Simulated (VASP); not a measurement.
A run of VASP 6.6.1 is set up as follows.

Contents of INCAR:

```
SYSTEM = Al3Cu
PREC = Accurate ; ENCUT = 600
EDIFF = 1E-6 ; ISMEAR = -1
SIGMA = 0.05 ; LREAL = .False.
LASPH = .True. ; NELM = 120
ALGO = Normal ; ISIF = 2
LWAVE = .False. ; LCHARG = .False.
GGA = PS ; NBANDS = 18
GGA_COMPAT = .False.
```

Contents of KPOINTS:

```
Automatic mesh
0
Gamma
  7 7 7
  0 0 0
```

Contents of POSCAR:

```
Al3Cu
1.0
    3.9501395123      0.0000000000      0.0000000000
    0.0000000000      3.9501395123      0.0000000000
    0.0000000000      0.0000000000      3.9501395123
Cu Al
1 3
Direct
    0.0000000000      0.0000000000      0.0000000000
    0.5000000000      0.5000000000      0.0000000000
    0.5000000000      0.0000000000      0.5000000000
    0.0000000000      0.5000000000      0.5000000000
```

Potentials or basis: VASP PAW PBE potentials, release 64 (Cu, Al).

Launch:

```console
$ cat potpaw_PBE.64/Cu/POTCAR potpaw_PBE.64/Al/POTCAR > POTCAR
$ mpirun -np 1 vasp_std > vasp.out
```

Q: Estimate the band gap on the k mesh.

A: Zero (band 10 reaches 9.85 eV, above the bottom of band 11 at 6.21 eV).

Q: What does it give for the pressure?

A: -4.2 GPa.

Caveat: the PAW data sets were made with another functional, which shifts forces and pressure a little.
